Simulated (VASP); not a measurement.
# PbF2 (P4_2/mnm) in VASP: settings compared

Aim: see how the results for PbF2 move with the level of theory and the settings. Levels: r2SCAN, PBE-based screened hybrid. Tasks: single point.

Everything below comes from runs of VASP 6.6.1. Logs are shortened: lines on timing, memory, paths and dates and some standing lists are left out, and cuts for length are marked.

### 1 The cell of the first run

It takes space group P4_2/mnm (No. 136, tetragonal). Conventional cell: a = 5.578 Å, b = 5.578 Å, c = 3.940 Å, α = 90.00°, β = 90.00°, γ = 90.00°. Within 3.2 Å of Pb (site symmetry mmm) lie 6 F at 2.44 to 2.48 Å. Within 3.2 Å of F (site symmetry m2m) lie 3 Pb at 2.44 to 2.48 Å and 1 F at 3.01 Å.

### 2 Single point, r2SCAN

The input, POSCAR:

```
PbF2
1.0
    5.5782091968      0.0000000000      0.0000000000
    0.0000000000      5.5782091968      0.0000000000
    0.0000000000      0.0000000000      3.9398845654
Pb F
2 4
Direct
    0.0000000000      0.0000000000      0.0000000000
    0.5000000000      0.5000000000      0.5000000000
    0.3092282397      0.3092282397      0.0000000000
    0.1907717603      0.8092282397      0.5000000000
    0.8092282397      0.1907717603      0.5000000000
    0.6907717603      0.6907717603      0.0000000000
```

The input, INCAR.step1:

```
SYSTEM = PbF2
PREC = Accurate
ENCUT = 520
ISMEAR = 0
SIGMA = 0.01
LREAL = .False.
LASPH = .True.
NELM = 100
NBANDS = 37
GGA = PE
ALGO = Normal
EDIFF = 1E-4
LWAVE = .True.
LCHARG = .False.
```

The input, INCAR.step2:

```
SYSTEM = PbF2
PREC = Accurate
ENCUT = 520
EDIFF = 1E-6
ISMEAR = 0
SIGMA = 0.01
LREAL = .False.
LASPH = .True.
NELM = 100
ALGO = Normal
ISIF = 2
LWAVE = .False.
LCHARG = .True.
METAGGA = R2SCAN
LMIXTAU = .True.
LELF = .True.
LVHAR = .True.
NBANDS = 37
ISTART = 1
```

The input, KPOINTS:

```
Automatic mesh
0
Gamma
  4 4 4
  0 0 0
```

Potentials or basis: VASP PAW PBE potentials, release 64 (Pb_d, F).

Launch:

```console
cat potpaw_PBE.64/Pb_d/POTCAR potpaw_PBE.64/F/POTCAR > POTCAR
cp INCAR.step1 INCAR
mpirun -np 1 vasp_std > vasp.out
cp INCAR.step2 INCAR
mpirun -np 1 vasp_std > vasp.out
```

OUTCAR:

```text
SYSTEM = PbF2
   PREC = Accurate
   ENCUT = 520
   EDIFF = 1E-6
   ISMEAR = 0
   LREAL = .False.
   LASPH = .True.
   NELM = 100
   ISIF = 2
   METAGGA = R2SCAN
   ISTART = 1

 ion  position               nearest neighbor table
   1  0.000  0.000  0.000-   3 2.44   6 2.44   5 2.48   4 2.48   4 2.48   5 2.48
   2  0.500  0.500  0.500-   4 2.44   5 2.44   3 2.48   6 2.48   3 2.48   6 2.48
   3  0.309  0.309  0.000-   1 2.44   2 2.48   2 2.48
   4  0.191  0.809  0.500-   2 2.44   1 2.48   1 2.48
   5  0.809  0.191  0.500-   2 2.44   1 2.48   1 2.48
   6  0.691  0.691  0.000-   1 2.44   2 2.48   2 2.48

  LATTYP: Found a simple tetragonal cell.
 ALAT       =     5.5782091968
 C/A-ratio  =     0.7062991771

  Lattice vectors:

 A1 = (   5.5782091968,   0.0000000000,   0.0000000000)
 A2 = (   0.0000000000,   5.5782091968,   0.0000000000)
 A3 = (   0.0000000000,   0.0000000000,   3.9398845654)

Analysis of symmetry for initial positions (statically):
=====================================================================
 Subroutine PRICEL returns:
 Original cell was already a primitive cell.

 Routine SETGRP: Setting up the symmetry group for a
 simple tetragonal supercell.

 Subroutine GETGRP returns: Found 16 space group operations
 (whereof  8 operations were pure point group operations)
 out of a pool of 16 trial point group operations.

The static configuration has the point symmetry D_2h.
 The point group associated with its full space group is D_4h.

Analysis of symmetry for dynamics (positions and initial velocities):
=====================================================================
 Subroutine PRICEL returns:
 Original cell was already a primitive cell.

 Routine SETGRP: Setting up the symmetry group for a
 simple tetragonal supercell.

 Subroutine GETGRP returns: Found 16 space group operations
 (whereof  8 operations were pure point group operations)
 out of a pool of 16 trial point group operations.

The dynamic configuration has the point symmetry D_2h.
 The point group associated with its full space group is D_4h.

 Subroutine INISYM returns: Found 16 space group operations
 (whereof  8 operations are pure point group operations),
 and found     1 'primitive' translations

----------------------------------------------------------------------------------------

                                     Primitive cell

  volume of cell :     122.5951

  direct lattice vectors                    reciprocal lattice vectors
     5.578209197  0.000000000  0.000000000     0.179269003  0.000000000  0.000000000
     0.000000000  5.578209197  0.000000000     0.000000000  0.179269003  0.000000000
     0.000000000  0.000000000  3.939884565     0.000000000  0.000000000  0.253814543

  length of vectors
     5.578209197  5.578209197  3.939884565     0.179269003  0.179269003  0.253814543

  position of ions in fractional coordinates (direct lattice)
     0.000000000  0.000000000  0.000000000
     0.500000000  0.500000000  0.500000000
     0.309228240  0.309228240  0.000000000
     0.190771760  0.809228240  0.500000000
     0.809228240  0.190771760  0.500000000
     0.690771760  0.690771760  0.000000000

  ion indices of the primitive-cell ions
   primitive index   ion index
                 1           1
                 2           2
                 3           3
                 4           4
                 5           5
                 6           6

----------------------------------------------------------------------------------------

 KPOINTS: Automatic mesh

Automatic generation of k-mesh.
 Grid dimensions read from file:
 generate k-points for:    4    4    4

 Generating k-lattice:

  Cartesian coordinates                     Fractional coordinates (reciprocal lattice)
     0.044817251  0.000000000  0.000000000     0.250000000  0.000000000  0.000000000
     0.000000000  0.044817251  0.000000000     0.000000000  0.250000000  0.000000000
     0.000000000  0.000000000  0.063453636     0.000000000  0.000000000  0.250000000

  Length of vectors
     0.044817251  0.044817251  0.063453636

  Shift w.r.t. Gamma in fractional coordinates (k-lattice)
     0.000000000  0.000000000  0.000000000

 Subroutine IBZKPT returns following result:
 ===========================================

 Found     18 irreducible k-points:

 Following reciprocal coordinates:
            Coordinates               Weight
  0.000000  0.000000  0.000000      1.000000
  0.250000  0.000000  0.000000      4.000000
  0.500000  0.000000  0.000000      2.000000
  0.250000  0.250000  0.000000      4.000000
  0.500000  0.250000  0.000000      4.000000
  0.500000  0.500000  0.000000      1.000000
[... 10 lines left out ...]
  0.500000  0.250000  0.500000      4.000000
  0.500000  0.500000  0.500000      1.000000
   k-points           NKPTS =     18   k-points in BZ     NKDIM =     18   number of bands    NBANDS=     37
   number of dos      NEDOS =    301   number of ions     NIONS =      6
   total plane-waves  NPLWV =  52920
   dimension x,y,z NGX =    42 NGY =   42 NGZ =   30
   dimension x,y,z NGXF=    84 NGYF=   84 NGZF=   60
   ions per type =               2   4
   NGX,Y,Z   is equivalent  to a cutoff of  12.52, 12.52, 12.66 a.u.
   NGXF,Y,Z  is equivalent  to a cutoff of  25.03, 25.03, 25.32 a.u.
 SYSTEM =  PbF2
   PREC   = accura    normal or accurate (medium, high low for compatibility)
   ISTART =      1    job   : 0-new  1-cont  2-samecut
   ICHARG =      0    charge: 1-file 2-atom 10-const
   ISPIN  =      1    spin polarized calculation?
   LNONCOLLINEAR =      F non collinear calculations
   LSORBIT =      F    spin-orbit coupling
   LASPH  =      T    aspherical Exc in radial PAW
   ENCUT  =  520.0 eV  38.22 Ry    6.18 a.u.  10.37 10.37  7.33*2*pi/ulx,y,z
   NELM   =    100;   NELMIN=  2; NELMDL=  0     # of ELM steps
   EDIFF  = 0.1E-05   stopping-criterion for ELM
   LREAL  =      F    real-space projection
   EDIFFG = 0.1E-04   stopping-criterion for IOM
   NSW    =      0    number of steps for IOM
   IBRION =     -1    ionic relax: 0-MD 1-quasi-New 2-CG
   NFREE  =      0    steps in history (QN), initial steepest desc. (CG)
   ISIF   =      2    stress and relaxation
   ISYM   =      2    0-nonsym 1-usesym 2-fastsym
   POTIM  = 0.5000    time-step for ionic-motion
   TEBEG  =    0.0;   TEEND  =   0.0 temperature during run
   PSTRESS=    0.0 pullay stress
   NELECT =      56.0000    total number of electrons
   NUPDOWN=      -1.0000    fix difference up-down
   EMIN   =  10.00;   EMAX   =-10.00  energy-range for DOS
   EFERMI =   0.00;   METHOD = LEGACY
   ISMEAR =     0;   SIGMA  =   0.01  broadening in eV -4-tet -1-fermi 0-gaus
   EFERMI_NEDOS =   21; number of points for ismear=-14 and -15
   IALGO  =     38    algorithm
   IMIX   =      4    mixing-type and parameters
     AMIX     =   0.40;   BMIX     =  1.00
     AMIX_MAG =   1.60;   BMIX_MAG =  1.00
  volume/ion in A,a.u.               =      20.43       137.89
  Fermi-wavevector in a.u.,A,eV,Ry     =   1.260801  2.382568 21.628075  1.589619
  Thomas-Fermi vector in A             =   2.394292
   LORBIT       =      0    0 simple, 1 ext, 2 COOP (PROOUT), +10 PAW based schemes
   METAGGA = R2SCAN    functional components
   LHFCALC =     F    Hartree Fock is set to
   AEXX    =    0.0000 exact exchange contribution
   IVDW    =     0    specifies the selected vdW correction
   LEPSILON=     F    determine dielectric tensor
   LRPA    =     F    only Hartree local field effects (RPA)
 non-spin polarized calculation
 Gauss-broadening in eV      SIGMA  =   0.01
  energy-cutoff  :      520.00
  volume of cell :      122.60
 maximum number of plane-waves:      3332
 NGX is ok and might be reduce to    42
   NGX = 21   NGY = 21   NGZ = 15

 number of electron      55.9999955 magnetization

 Free energy of the ion-electron system (eV)
  ---------------------------------------------------
  ext. energy  EPLUGINS =         0.00000000
  ---------------------------------------------------
  free energy    TOTEN  =      -139.74534160 eV

  energy without entropy =     -139.74534160  energy(sigma->0) =     -139.74534160

 E-fermi :   0.8638     XC(G=0):  -9.0388

 val. band max:        0.7487547872   @ k =   0.0000   0.0000   0.2500
 cond. band min:       4.7957263556   @ k =   0.5000   0.5000   0.0000
 fundamental gap:      4.0469715683
 Fermi energy:         0.8637814556

 k-point     1 :       0.0000    0.0000    0.0000
  band No.  band energies     occupation
      1     -22.0697      2.00000
      2     -21.9258      2.00000
      3     -21.8230      2.00000
      4     -21.8230      2.00000
      5     -14.7633      2.00000
      6     -14.7421      2.00000
[... 29 lines left out ...]
     36       9.8672      0.00000
     37      11.1972      0.00000

 k-point     2 :       0.2500    0.0000    0.0000
  band No.  band energies     occupation
      1     -22.0408      2.00000
      2     -21.9299      2.00000
      3     -21.8411      2.00000
      4     -21.8321      2.00000
      5     -14.7545      2.00000
      6     -14.7250      2.00000
[... 29 lines left out ...]
     36      10.5316      0.00000
     37      11.6593      0.00000

 k-point     3 :       0.5000    0.0000    0.0000
  band No.  band energies     occupation
      1     -21.9742      2.00000
      2     -21.9742      2.00000
      3     -21.8485      2.00000
      4     -21.8485      2.00000
      5     -14.7356      2.00000
      6     -14.7356      2.00000
[... 29 lines left out ...]
     36      11.3304      0.00000
     37      12.9593      0.00000
[... 521 lines left out ...]
 k-point    17 :       0.5000    0.2500    0.5000
  band No.  band energies     occupation
      1     -21.9186      2.00000
      2     -21.9186      2.00000
      3     -21.8803      2.00000
      4     -21.8803      2.00000
      5     -14.7154      2.00000
      6     -14.7154      2.00000
[... 29 lines left out ...]
     36      11.3058      0.00000
     37      12.7154      0.00000

 k-point    18 :       0.5000    0.5000    0.5000
  band No.  band energies     occupation
      1     -21.9265      2.00000
      2     -21.9265      2.00000
      3     -21.8722      2.00000
      4     -21.8722      2.00000
      5     -14.6986      2.00000
      6     -14.6986      2.00000
[... 29 lines left out ...]
     36      12.4082      0.00000
     37      13.2327      0.00000

------------------------ aborting loop because EDIFF is reached ----------------------------------------

  FORCE on cell =-STRESS in cart. coord.  units (eV):
  Direction    XX          YY          ZZ          XY          YZ          ZX
  --------------------------------------------------------------------------------------
  -------------------------------------------------------------------------------------
  Total       -0.0236716     -0.0236716      0.0234776     -0.0000000      0.0000000      0.0000000
  in kB       -0.3093611     -0.3093611      0.3068248     -0.0000000      0.0000000      0.0000000
  external PRESSURE =      -0.1039658 kB  Pullay stress =       0.0000000 kB

 VOLUME and BASIS-vectors are now :
 -----------------------------------------------------------------------------
  energy-cutoff  :      520.00
  volume of cell :      122.60
      direct lattice vectors                 reciprocal lattice vectors
     5.578209197  0.000000000  0.000000000     0.179269003  0.000000000  0.000000000
     0.000000000  5.578209197  0.000000000     0.000000000  0.179269003  0.000000000
     0.000000000  0.000000000  3.939884565     0.000000000  0.000000000  0.253814543

 POSITION                                       TOTAL-FORCE (eV/Angst)
 -----------------------------------------------------------------------------------
      0.00000      0.00000      0.00000        -0.000000     -0.000000      0.000000
      2.78910      2.78910      1.96994        -0.000000     -0.000000      0.000000
      1.72494      1.72494      0.00000         0.001229      0.001229     -0.000000
      1.06416      4.51404      1.96994        -0.001229      0.001229      0.000000
      4.51404      1.06416      1.96994         0.001229     -0.001229      0.000000
      3.85327      3.85327      0.00000        -0.001229     -0.001229      0.000000
 -----------------------------------------------------------------------------------
    total drift:                                0.000000      0.000000     -0.000000

  FREE ENERGIE OF THE ION-ELECTRON SYSTEM (eV)
  ---------------------------------------------------
  free  energy   TOTEN  =      -139.7453416040 eV

  energy  without entropy=     -139.7453416040  energy(sigma->0) =     -139.74534160
```

Wall time 2.2 min (1 thread of Intel Xeon 6975P-C (Granite Rapids), shared host); peak memory 0.26 GiB.

What came out:

- Free energy: -139.7453 eV
- Pressure: 0.0 GPa
- Band gap on the k mesh: 4.05 eV, indirect (least direct gap 4.32 eV)

Caveat: the PAW data sets were made with another functional, which shifts forces and pressure a little; spin-orbit coupling is left out, which moves the levels of the heavy elements. r2SCAN opens gaps a little over a GGA but as a rule still falls short of measured ones.

### 3 Single point, r2SCAN

POSCAR is that of step 2.

The input, INCAR.step1:

```
SYSTEM = PbF2
ALGO = Normal
EDIFF = 1E-4
ENCUT = 520
GGA = PE
ISMEAR = 1
LASPH = .TRUE.
LCHARG = .FALSE.
LREAL = .FALSE.
LWAVE = .TRUE.
NBANDS = 37
NELM = 100
PREC = Accurate
SIGMA = 0.5
```

The input, INCAR.step2:

```
SYSTEM = PbF2
ALGO = Normal
EDIFF = 1E-6
ENCUT = 520
ISIF = 2
ISMEAR = 1
ISTART = 1
LASPH = .TRUE.
LCHARG = .FALSE.
LMIXTAU = .TRUE.
LREAL = .FALSE.
LWAVE = .FALSE.
METAGGA = R2SCAN
NBANDS = 37
NELM = 100
PREC = Accurate
SIGMA = 0.5
```

The input, KPOINTS:

```
k-points
0
G
  4 4 4
  0 0 0
```

Potentials or basis: VASP PAW PBE potentials, release 64 (Pb_d, F).

Launch:

```console
cat potpaw_PBE.64/Pb_d/POTCAR potpaw_PBE.64/F/POTCAR > POTCAR
cp INCAR.step1 INCAR
mpirun -np 1 vasp_std > vasp.out
cp INCAR.step2 INCAR
mpirun -np 1 vasp_std > vasp.out
```

It took 2.1 min on 1 thread of Intel Xeon 6975P-C (Granite Rapids), shared host; peak memory 0.26 GiB.

It converged, with:

* Free energy: -139.7267 eV
* Pressure: -0.1 GPa
* Largest force: 0.017 eV/Å
* Band gap on the k mesh: 4.05 eV, indirect (least direct gap 4.32 eV)

Forces on the atoms (eV/Å):
```
Pb   0.000  0.000  0.000
Pb   0.000  0.000  0.000
F   -0.012 -0.012  0.000
F    0.012 -0.012  0.000
F   -0.012  0.012  0.000
F    0.012  0.012  0.000
```

Levels at points of the mesh, in eV from the valence-band top:
```tsv
k point	band 24	band 25	band 26	band 27	band 28	band 29	band 30	band 31	band 32	band 33
(0.00, 0.00, 0.00)	-2.78	-2.56	-2.56	-2.34	-0.07	4.25	4.25	7.56	7.56	7.75
(0.50, 0.00, 0.00)	-2.77	-2.50	-2.50	-1.33	-1.33	4.62	4.62	6.39	6.39	8.33
(0.50, 0.50, 0.00)	-2.80	-2.54	-2.54	-1.15	-1.15	4.05	4.05	7.34	7.34	8.34
(0.00, 0.00, 0.50)	-2.72	-2.66	-2.66	-0.45	-0.45	5.75	5.75	6.48	6.48	7.05
(0.50, 0.00, 0.50)	-2.61	-2.55	-2.55	-0.30	-0.30	4.72	4.72	6.68	6.68	7.84
(0.50, 0.50, 0.50)	-2.61	-2.54	-2.54	-0.77	-0.77	6.01	6.01	6.11	6.11	6.28
```

Caveat: the PAW data sets were made with another functional, which shifts forces and pressure a little; spin-orbit coupling is left out, which moves the levels of the heavy elements. r2SCAN opens gaps a little over a GGA but as a rule still falls short of measured ones.

### 4 Single point, PBE-based screened hybrid

POSCAR is that of step 3.

The input, INCAR.step1:

```
SYSTEM = PbF2
ALGO = Normal
EDIFF = 1E-5
ENCUT = 520
GGA = PE
ISIF = 2
ISMEAR = 0
LASPH = .True.
LCHARG = .False.
LREAL = .False.
LWAVE = .True.
NBANDS = 37
NELM = 80
PREC = Accurate
SIGMA = 0.01
```

The input, INCAR.step2:

```
SYSTEM = PbF2
AEXX = 0.5
ALGO = Normal
EDIFF = 1E-7
ENCUT = 520
GGA = PE
HFSCREEN = 0.5
ISIF = 2
ISMEAR = 0
ISTART = 1
LASPH = .True.
LCHARG = .False.
LHFCALC = .True.
LREAL = .False.
LWAVE = .False.
NBANDS = 37
NELM = 80
PREC = Accurate
PRECFOCK = Fast
SIGMA = 0.01
```

The input, KPOINTS:

```
k-points
0
Gamma
  2 2 4
  0 0 0
```

Launch:

```console
cat potpaw_PBE.64/Pb_d/POTCAR potpaw_PBE.64/F/POTCAR > POTCAR
cp INCAR.step1 INCAR
mpirun -np 1 vasp_std > vasp.out
cp INCAR.step2 INCAR
mpirun -np 1 vasp_std > vasp.out
```

Run time: 16 min. Hardware: 1 thread of Intel Xeon Platinum 8375C at 2.90GHz (Ice Lake), shared host; peak memory 0.35 GiB.

It converged, with:

| Quantity | Value |
| --- | --- |
| Free energy | -37.8567 eV |
| Pressure | 0.0 GPa |
| Band gap on the k mesh | 4.89 eV, indirect (least direct gap 5.20 eV) |

Forces in eV/Å, atoms in the order of the input:
```
Pb   0.000  0.000  0.000
Pb   0.000  0.000  0.000
F    0.001  0.001  0.000
F   -0.001  0.001  0.000
F    0.001 -0.001  0.000
F   -0.001 -0.001  0.000
```

Stress tensor (GPa, compression positive):
```
 0.08  0.00  0.00
 0.00  0.08  0.00
 0.00  0.00 -0.15
```

Levels at points of the mesh, in eV from the valence-band top:
| k point | band 26 | band 27 | band 28 | band 29 | band 30 | band 31 |
| --- | --- | --- | --- | --- | --- | --- |
| (0.00, 0.00, 0.00) | -3.57 | -3.36 | -0.06 | 5.14 | 5.14 | 8.55 |
| (0.50, 0.00, 0.00) | -3.51 | -1.54 | -1.54 | 5.53 | 5.53 | 7.32 |
| (0.50, 0.50, 0.00) | -3.56 | -1.34 | -1.34 | 4.89 | 4.89 | 8.33 |
| (0.00, 0.00, 0.50) | -3.68 | -0.54 | -0.54 | 6.65 | 6.65 | 7.46 |
| (0.50, 0.00, 0.50) | -3.51 | -0.39 | -0.39 | 5.58 | 5.58 | 7.65 |
| (0.50, 0.50, 0.50) | -3.56 | -0.81 | -0.81 | 6.91 | 6.91 | 7.03 |

Caveat: the k points lie up to 0.56 Å⁻¹ apart; the PAW data sets were made with another functional, which shifts forces and pressure a little; spin-orbit coupling is left out, which moves the levels of the heavy elements. A k mesh can miss the band edges.

### 5 The runs side by side

```tsv
level	k mesh	smearing	grid for exact exchange (PRECFOCK)	share of exact exchange	screening parameter	gap on the mesh (eV)	pressure (GPa)
r2SCAN	4 × 4 × 4	gaussian 0.01 eV	-	-	-	4.05	0.0
r2SCAN	4 × 4 × 4	methfessel-paxton 0.5 eV	-	-	-	4.05	-0.1
PBE-based screened hybrid	2 × 2 × 4	gaussian 0.01 eV	Fast	0.5	0.5 1/Å	4.89	0.0
```

Alike in all rows: task single point; potentials or basis VASP PAW PBE potentials, release 64 (Pb_d, F); no spin polarisation; cell as given; cutoff (eV) 520.

Caveats: some runs use coarse meshes; the PAW data sets were made with another functional, which shifts forces and pressure a little; spin-orbit coupling is left out, which moves the levels of the heavy elements.

Total energies depend on the potentials used, so only differences within one code and one set of settings carry meaning.
